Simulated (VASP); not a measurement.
A run of VASP 6.6.1 is set up as follows.

File INCAR:

```
SYSTEM = ZrCu
  ALGO = Normal
  EDIFF = 1E-6
  ENCUT = 520
  GGA = CA
  ISIF = 2
  ISMEAR = -1
  LASPH = .TRUE.
  LCHARG = .FALSE.
  LREAL = .FALSE.
  LWAVE = .FALSE.
  NBANDS = 18
  NELM = 100
  PREC = Accurate
  SIGMA = 0.05
```

Contents of KPOINTS:

```
k-points
0
G
  11 11 11
  0 0 0
```

The input POSCAR:

```
ZrCu
1.0
    3.2526640000      0.0271055333      0.0000000000
    0.0271055333      3.2526640000      0.0000000000
    0.0000000000      0.0000000000      3.2526640000
Zr Cu
1 1
Direct
    0.5000000000      0.5000000000      0.5000000000
    0.0000000000      0.0000000000      0.0000000000
```

Potentials or basis: VASP PAW LDA potentials, release 64 (Zr_sv, Cu).

Command:

```bash
$ cat potpaw_LDA.64/Zr_sv/POTCAR potpaw_LDA.64/Cu/POTCAR > POTCAR
$ mpirun -np 1 vasp_std > vasp.out
```

Q: Estimate the pressure.

A: -6.6 GPa.

Stress tensor (GPa, compression positive):
```
-6.56 -0.70  0.00
-0.70 -6.56  0.00
 0.00  0.00 -6.57
```
